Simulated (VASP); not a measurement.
# NaSi2P3 (P1) in VASP: single point with PBEsol

Aim: the single point of NaSi2P3 with PBEsol.

Program: VASP 6.6.1. These are calculated values, not measurements. Logs are shortened: lines on timing, memory, paths and dates and some standing lists are left out, and cuts for length are marked.

### 1 The cell of the first run

The typed cell holds 6 atoms: a = 3.559 Å, b = 3.494 Å, c = 9.933 Å, α = 93.31°, β = 93.36°, γ = 120.54°.

### 2 Single point, PBEsol

File INCAR:

```
ALGO     = Normal         # electronic algorithm
EDIFF    = 1E-6           # SCF threshold, eV
ENCUT    = 520            # plane-wave cutoff, eV
GGA      = PS             # functional
ISIF     = 2              # what is computed and relaxed
ISMEAR   = -1             # smearing method
LASPH    = T              # aspherical terms in the spheres
LCHARG   = F              # write CHGCAR
LREAL    = F              # projectors in reciprocal space
LWAVE    = F              # write WAVECAR
NBANDS   = 24             # bands
NELM     = 80             # most SCF steps
PREC     = Accurate       # precision mode
SIGMA    = 0.05           # smearing width, eV
```

File KPOINTS:

```
k-points
0
Gamma
  6 6 2
```

File POSCAR:

```
NaSi2P3
1.0
    3.5575846582     -0.0015462011     -0.1032252462
   -1.7776029885      3.0063114274     -0.1021755789
   -0.2944681714     -0.5041152282      9.9159341098
Na Si P
1 2 3
Direct
    0.5640641782      0.8617621167      0.7076229066
   -0.0303501842     -0.3870049150      1.0445344778
    0.4530060899      0.7223472848      0.3704146699
   -0.0851641610      0.0733619492      0.2078169833
    0.8243993144      0.4523957643      0.4857556497
    0.2903113584      0.2660370867      0.9296547463
```

Potentials or basis: VASP PAW PBE potentials, release 64 (Na_pv, Si, P).

Command:

```
> cat potpaw_PBE.64/Na_pv/POTCAR potpaw_PBE.64/Si/POTCAR potpaw_PBE.64/P/POTCAR > POTCAR
> mpirun -np 1 vasp_std > vasp.out
```

OUTCAR:

```text
EDIFF = 1E-6
   ENCUT = 520
   GGA = PS
   ISIF = 2
   ISMEAR = -1
   LASPH = T
   LREAL = F
   NELM = 80
   PREC = Accurate

 ion  position               nearest neighbor table
   1  0.564  0.862  0.708-
   2  0.970  0.613  0.045-   6 2.27   4 2.30   6 2.34   6 2.37   4 2.50
   3  0.453  0.722  0.370-   5 2.27   4 2.30   5 2.34   5 2.37   4 2.49
   4  0.915  0.073  0.208-   3 2.30   2 2.30   3 2.49   2 2.50
   5  0.824  0.452  0.486-   3 2.27   3 2.34   3 2.37
   6  0.290  0.266  0.930-   2 2.27   2 2.34   2 2.37

  LATTYP: Found a triclinic cell.
 ALAT       =     6.0189410563
 B/A-ratio  =     0.5812397817
 C/A-ratio  =     1.7174981403
 COS(alpha) =     0.0501726942
 COS(beta)  =     0.1931421624
 COS(gamma) =     0.8609643206

  Lattice vectors:

 A1 = (  -0.0023786812,  -6.0110766537,   0.3075764040)
 A2 = (  -1.7799816697,  -3.0047652263,   0.2054008251)
 A3 = (   2.0720711599,  -2.5021961992,  -9.8137585309)

Analysis of symmetry for initial positions (statically):
=====================================================================
 Subroutine PRICEL returns:
 Original cell was already a primitive cell.

 Routine SETGRP: Setting up the symmetry group for a
 triclinic supercell.

 Subroutine GETGRP returns: Found  1 space group operations
 (whereof  1 operations were pure point group operations)
 out of a pool of  2 trial point group operations.

The static configuration has the point symmetry C_1 .

Analysis of symmetry for dynamics (positions and initial velocities):
=====================================================================
 Subroutine PRICEL returns:
 Original cell was already a primitive cell.

 Routine SETGRP: Setting up the symmetry group for a
 triclinic supercell.

 Subroutine GETGRP returns: Found  1 space group operations
 (whereof  1 operations were pure point group operations)
 out of a pool of  2 trial point group operations.

The dynamic configuration has the point symmetry C_1 .

 Subroutine INISYM returns: Found  1 space group operations
 (whereof  1 operations are pure point group operations),
 and found     1 'primitive' translations

----------------------------------------------------------------------------------------

                                     Primitive cell

  volume of cell :     105.6585

  direct lattice vectors                    reciprocal lattice vectors
     3.557584658 -0.001546201 -0.103225246     0.281651412  0.167110781  0.016859780
    -1.777602988  3.006311427 -0.102175579     0.000637615  0.333587589  0.016978162
    -0.294468171 -0.504115228  9.915934110     0.002938572  0.005176976  0.101198243

  length of vectors
     3.559082247  3.494026421  9.933105906     0.327929540  0.334019975  0.101373175

  position of ions in fractional coordinates (direct lattice)
     0.564064178  0.861762117  0.707622907
     0.969649816  0.612995085  0.044534478
     0.453006090  0.722347285  0.370414670
     0.914835839  0.073361949  0.207816983
     0.824399314  0.452395764  0.485755650
     0.290311358  0.266037087  0.929654746

  ion indices of the primitive-cell ions
   primitive index   ion index
                 1           1
                 2           2
                 3           3
                 4           4
                 5           5
                 6           6

----------------------------------------------------------------------------------------

 KPOINTS: k-points

Automatic generation of k-mesh.
 Grid dimensions read from file:
 generate k-points for:    6    6    2

 Generating k-lattice:

  Cartesian coordinates                     Fractional coordinates (reciprocal lattice)
     0.046941902  0.027851797  0.002809963     0.166666667 -0.000000000 -0.000000000
     0.000106269  0.055597931  0.002829694    -0.000000000  0.166666667  0.000000000
     0.001469286  0.002588488  0.050599121     0.000000000  0.000000000  0.500000000

  Length of vectors
     0.054654923  0.055669996  0.050686588

  Shift w.r.t. Gamma in fractional coordinates (k-lattice)
     0.000000000  0.000000000  0.000000000

 Subroutine IBZKPT returns following result:
 ===========================================

 Found     40 irreducible k-points:

 Following reciprocal coordinates:
            Coordinates               Weight
  0.000000  0.000000  0.000000      1.000000
  0.166667 -0.000000 -0.000000      2.000000
  0.333333 -0.000000  0.000000      2.000000
  0.500000  0.000000  0.000000      1.000000
 -0.000000  0.166667 -0.000000      2.000000
  0.166667  0.166667  0.000000      2.000000
[... 16 lines left out ...]
  0.333333 -0.000000  0.500000      2.000000
  0.500000  0.000000  0.500000      1.000000
 [... further k-points ...]
   k-points           NKPTS =     40   k-points in BZ     NKDIM =     40   number of bands    NBANDS=     24
   number of dos      NEDOS =    301   number of ions     NIONS =      6
   total plane-waves  NPLWV =  62720
   dimension x,y,z NGX =    28 NGY =   28 NGZ =   80
   dimension x,y,z NGXF=    56 NGYF=   56 NGZF=  160
   ions per type =               1   2   3
   NGX,Y,Z   is equivalent  to a cutoff of  13.08, 13.32, 13.39 a.u.
   NGXF,Y,Z  is equivalent  to a cutoff of  26.16, 26.64, 26.78 a.u.
 SYSTEM =  unknown system
   PREC   = accura    normal or accurate (medium, high low for compatibility)
   ISTART =      0    job   : 0-new  1-cont  2-samecut
   ICHARG =      2    charge: 1-file 2-atom 10-const
   ISPIN  =      1    spin polarized calculation?
   LNONCOLLINEAR =      F non collinear calculations
   LSORBIT =      F    spin-orbit coupling
   LASPH  =      T    aspherical Exc in radial PAW
   ENCUT  =  520.0 eV  38.22 Ry    6.18 a.u.   6.62  6.50 18.47*2*pi/ulx,y,z
   NELM   =     80;   NELMIN=  2; NELMDL= -5     # of ELM steps
   EDIFF  = 0.1E-05   stopping-criterion for ELM
   LREAL  =      F    real-space projection
   EDIFFG = 0.1E-04   stopping-criterion for IOM
   NSW    =      0    number of steps for IOM
   IBRION =     -1    ionic relax: 0-MD 1-quasi-New 2-CG
   NFREE  =      0    steps in history (QN), initial steepest desc. (CG)
   ISIF   =      2    stress and relaxation
   ISYM   =      2    0-nonsym 1-usesym 2-fastsym
   POTIM  = 0.5000    time-step for ionic-motion
   TEBEG  =    0.0;   TEEND  =   0.0 temperature during run
   PSTRESS=    0.0 pullay stress
   NELECT =      30.0000    total number of electrons
   NUPDOWN=      -1.0000    fix difference up-down
   EMIN   =  10.00;   EMAX   =-10.00  energy-range for DOS
   EFERMI =   0.00;   METHOD = LEGACY
   ISMEAR =    -1;   SIGMA  =   0.05  broadening in eV -4-tet -1-fermi 0-gaus
   EFERMI_NEDOS =   21; number of points for ismear=-14 and -15
   IALGO  =     38    algorithm
   IMIX   =      4    mixing-type and parameters
     AMIX     =   0.40;   BMIX     =  1.00
     AMIX_MAG =   1.60;   BMIX_MAG =  1.00
  volume/ion in A,a.u.               =      17.61       118.84
  Fermi-wavevector in a.u.,A,eV,Ry     =   1.076004  2.033352 15.752603  1.157784
  Thomas-Fermi vector in A             =   2.211876
   LORBIT       =      0    0 simple, 1 ext, 2 COOP (PROOUT), +10 PAW based schemes
   GGA     = PS    functional components
   LHFCALC =     F    Hartree Fock is set to
   AEXX    =    0.0000 exact exchange contribution
   IVDW    =     0    specifies the selected vdW correction
   LEPSILON=     F    determine dielectric tensor
   LRPA    =     F    only Hartree local field effects (RPA)
 non-spin polarized calculation
  energy-cutoff  :      520.00
  volume of cell :      105.66
 maximum number of plane-waves:      2879
 NGX is ok and might be reduce to    28
   NGX = 13   NGY = 13   NGZ = 37

 number of electron      30.0000000 magnetization

 Free energy of the ion-electron system (eV)
  ---------------------------------------------------
  ext. energy  EPLUGINS =         0.00000000
  ---------------------------------------------------
  free energy    TOTEN  =       -31.39783861 eV

  energy without entropy =      -31.39097099  energy(sigma->0) =      -31.39440480

 E-fermi :   6.6546     XC(G=0):  -9.9802

 val. band max:        6.3577606816   @ k =   0.1667  -0.0000  -0.0000
 cond. band min:       6.6620125654   @ k =   0.5000   0.5000   0.5000
 fundamental gap:      0.3042518838
 Fermi energy:         6.6545563165

 k-point     1 :       0.0000    0.0000    0.0000
  band No.  band energies     occupation
      1     -17.7228      2.00000
      2     -17.7087      2.00000
      3     -17.7050      2.00000
      4      -7.9865      2.00000
      5      -6.9338      2.00000
      6      -4.7532      2.00000
[... 16 lines left out ...]
     23      11.0926      0.00000
     24      11.5079      0.00000

 k-point     2 :       0.1667   -0.0000   -0.0000
  band No.  band energies     occupation
      1     -17.7249      2.00000
      2     -17.7173      2.00000
      3     -17.7082      2.00000
      4      -7.6063      2.00000
      5      -6.5620      2.00000
      6      -4.4549      2.00000
[... 16 lines left out ...]
     23      11.4349      0.00000
     24      12.2648      0.00000

 k-point     3 :       0.3333   -0.0000    0.0000
  band No.  band energies     occupation
      1     -17.7503      2.00000
      2     -17.7159      2.00000
      3     -17.7118      2.00000
      4      -6.5196      2.00000
      5      -5.5126      2.00000
      6      -3.8173      2.00000
[... 16 lines left out ...]
     23      11.8712      0.00000
     24      12.8630      0.00000
[... 514 lines left out ...]
 k-point    23 :       0.3333   -0.0000    0.5000
  band No.  band energies     occupation
      1     -17.7502      2.00000
      2     -17.7159      2.00000
      3     -17.7118      2.00000
      4      -6.5098      2.00000
      5      -5.5427      2.00000
      6      -3.7748      2.00000
[... 16 lines left out ...]
     23      12.6697      0.00000
     24      13.2739      0.00000

 k-point    24 :       0.5000    0.0000    0.5000
  band No.  band energies     occupation
      1     -17.7636      2.00000
      2     -17.7180      2.00000
      3     -17.7101      2.00000
      4      -5.3457      2.00000
      5      -4.6230      2.00000
      6      -3.9315      2.00000
[... 16 lines left out ...]
     23      12.2080      0.00000
     24      13.9992      0.00000

 [... further k-points ...]

------------------------ aborting loop because EDIFF is reached ----------------------------------------

  FORCE on cell =-STRESS in cart. coord.  units (eV):
  Direction    XX          YY          ZZ          XY          YZ          ZX
  --------------------------------------------------------------------------------------
  -------------------------------------------------------------------------------------
  Total        0.0236966      0.0512023      0.0456245      0.0015535     -0.0078899     -0.0052882
  in kB        0.3593290      0.7764172      0.6918375      0.0235563     -0.1196403     -0.0801886
  external PRESSURE =       0.6091946 kB  Pullay stress =       0.0000000 kB

 VOLUME and BASIS-vectors are now :
 -----------------------------------------------------------------------------
  energy-cutoff  :      520.00
  volume of cell :      105.66
      direct lattice vectors                 reciprocal lattice vectors
     3.557584658 -0.001546201 -0.103225246     0.281651412  0.167110781  0.016859780
    -1.777602988  3.006311427 -0.102175579     0.000637615  0.333587589  0.016978162
    -0.294468171 -0.504115228  9.915934110     0.002938572  0.005176976  0.101198243

 POSITION                                       TOTAL-FORCE (eV/Angst)
 -----------------------------------------------------------------------------------
      0.26646      2.23313      6.87047        -0.000687      0.000506      0.000507
      2.34684      1.81890      0.27888         0.002055     -0.003802     -0.005653
      0.21849      1.98417      3.55244        -0.000893     -0.002741      0.004821
      3.06300      0.11437      1.95877         0.001029      0.003274     -0.000260
      1.98565      1.11389      4.68540        -0.000065      0.002298      0.002577
      0.28615      0.33069      9.16125        -0.001439      0.000465     -0.001992
 -----------------------------------------------------------------------------------
    total drift:                                0.000001     -0.000325      0.000160

  FREE ENERGIE OF THE ION-ELECTRON SYSTEM (eV)
  ---------------------------------------------------
  free  energy   TOTEN  =       -31.3978386081 eV

  energy  without entropy=      -31.3909709912  energy(sigma->0) =      -31.39440480
```

It took 40 s on 1 thread of Intel Xeon 6975P-C (Granite Rapids), shared host; peak memory 0.28 GiB.

Results:

```yaml
Free_energy: -31.3978 eV
Pressure: 0.1 GPa
Largest_force: 0.007 eV/Å
Band_gap_on_the_k_mesh: zero (bands 15 and 16 overlap by 0.15 eV)
```

Forces in eV/Å, atoms in the order of the input:
```
Na  -0.001  0.001  0.001
Si   0.002 -0.004 -0.006
Si  -0.001 -0.003  0.005
P    0.001  0.003  0.000
P    0.000  0.002  0.003
P   -0.001  0.000 -0.002
```

Levels at points of the mesh, in eV from the Fermi level:
| k point | band 12 | band 13 | band 14 | band 15 | band 16 | band 17 | band 18 | band 19 |
| --- | --- | --- | --- | --- | --- | --- | --- | --- |
| (0.00, 0.00, 0.00) | -1.23 | -0.95 | -0.38 | 0.15 | 1.09 | 2.15 | 2.33 | 2.71 |
| (0.50, 0.00, 0.00) | -3.21 | -2.95 | -1.86 | -1.26 | 0.09 | 0.20 | 1.48 | 2.44 |
| (0.00, 0.50, 0.00) | -3.43 | -2.77 | -2.25 | -1.72 | 0.06 | 1.06 | 1.61 | 1.83 |
| (0.50, 0.50, 0.00) | -3.17 | -3.02 | -1.96 | -1.25 | 0.06 | 0.26 | 1.39 | 2.32 |
| (0.00, 0.00, 0.50) | -1.34 | -1.23 | -0.39 | 0.16 | 1.53 | 2.16 | 2.39 | 2.66 |
| (0.50, 0.00, 0.50) | -3.29 | -3.01 | -1.71 | -1.20 | 0.04 | 0.63 | 1.52 | 2.46 |
| (0.00, 0.50, 0.50) | -3.41 | -2.81 | -2.04 | -1.82 | 0.12 | 0.79 | 1.75 | 1.91 |
| (0.50, 0.50, 0.50) | -3.29 | -3.00 | -1.66 | -1.21 | 0.01 | 0.52 | 1.67 | 2.59 |

Caveat: the PAW data sets were made with another functional, which shifts forces and pressure a little.
